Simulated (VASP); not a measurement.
RbLi3Rh:

```
CELL_PARAMETERS angstrom
4.59958 0.00000 0.00000
0.00000 4.59958 0.00000
0.00000 0.00000 4.59958
ATOMIC_POSITIONS crystal
Rb 0.00000 0.00000 0.00000
Li 0.50000 0.00000 0.00000
Li 0.00000 0.50000 0.00000
Li 0.00000 0.00000 0.50000
Rh 0.50000 0.50000 0.50000
```

* Program: VASP 6.6.1
* Task: relaxation of cell and atoms
* Functional: PBE
* Potentials or basis: VASP PAW PBE potentials, release 64 (Rb_sv, Li_sv, Rh_sv_GW)
* Cutoff: 750 eV
* k mesh: 4 × 4 × 4
* Occupations: gaussian, width 0.1 eV
* Spin: no spin polarisation

At the start: pressure 1.4 GPa; volume 19.46 Å³/atom.

Problem. How do energy, volume and symmetry change on relaxing?

Solution. Over 3 steps the energy falls by 5.9 meV/atom and the volume is 21.04 Å³/atom (+8.1 %); space group Pm-3m (No. 221, to 0.05 Å).

Step by step:
```
step  energy change (eV)  largest force (eV/Å)  pressure (GPa)  volume (Å³)
   1              0.0000                0.0000            1.43        97.31
   2             -0.0177                0.0000            0.88        99.78
   3             -0.0297                0.0000           -0.12       105.21
```

Final structure:
```
Rb Li Rh
1.0
     4.72080    0.00000    0.00000
     0.00000    4.72080    0.00000
     0.00000    0.00000    4.72080
Rb Li Rh
1 3 1
Cartesian
  0.0000 0.0000 0.0000
  2.3604 0.0000 0.0000
  0.0000 2.3604 0.0000
  0.0000 0.0000 2.3604
  2.3604 2.3604 2.3604
```
